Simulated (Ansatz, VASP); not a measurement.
## Be2CdO3: VASP beside Ansatz

```
CELL_PARAMETERS angstrom
2.94179 0.00000 0.00000
-1.47089 2.54766 0.00000
0.00000 0.00000 7.76485
ATOMIC_POSITIONS crystal
Be 0.66667 0.33333 0.63393
Be 0.33333 0.66667 0.35472
Cd 0.00000 0.00000 0.00480
O 0.66667 0.33333 0.83662
O 0.33333 0.66667 0.56019
O 0.00000 0.00000 0.28474
```

Alike in both runs: functional PBE; k mesh 5 × 5 × 2; occupations gaussian, width 0.15 eV; no spin polarisation.

Ansatz relaxed the structure, and its values are those at the end. VASP's run is a single point on that final structure, the one shown.

```csv
,VASP,Ansatz
version,VASP 6.6.1,Ansatz 0.2.0
potentials or method,"VASP PAW PBE potentials, release 64 (Be, Cd, O), cutoff 600 eV","scalar-relativistic, plane waves, PAW"
valence electrons in the cell,34,42
```

Ansatz gave:

```
gap on the k mesh at the Fermi level (eV) : 0.77
least direct gap on the mesh (eV)         : 0.77
pressure (GPa)                            : -0.2
rms of the force components (eV/Å)        : 0.018
```

**Question.** Estimate VASP's values.

**Answer.** gap on the k mesh at the Fermi level (eV): 0.73; least direct gap on the mesh (eV): 0.73; pressure (GPa): 0.8; rms of the force components (eV/Å): 0.055.

VASP's potentials hold 34 valence electrons a cell and Ansatz's 42, so a difference there can come from the potentials and not from the codes.

The k mesh is coarse, so the values compare programs but aren't converged.
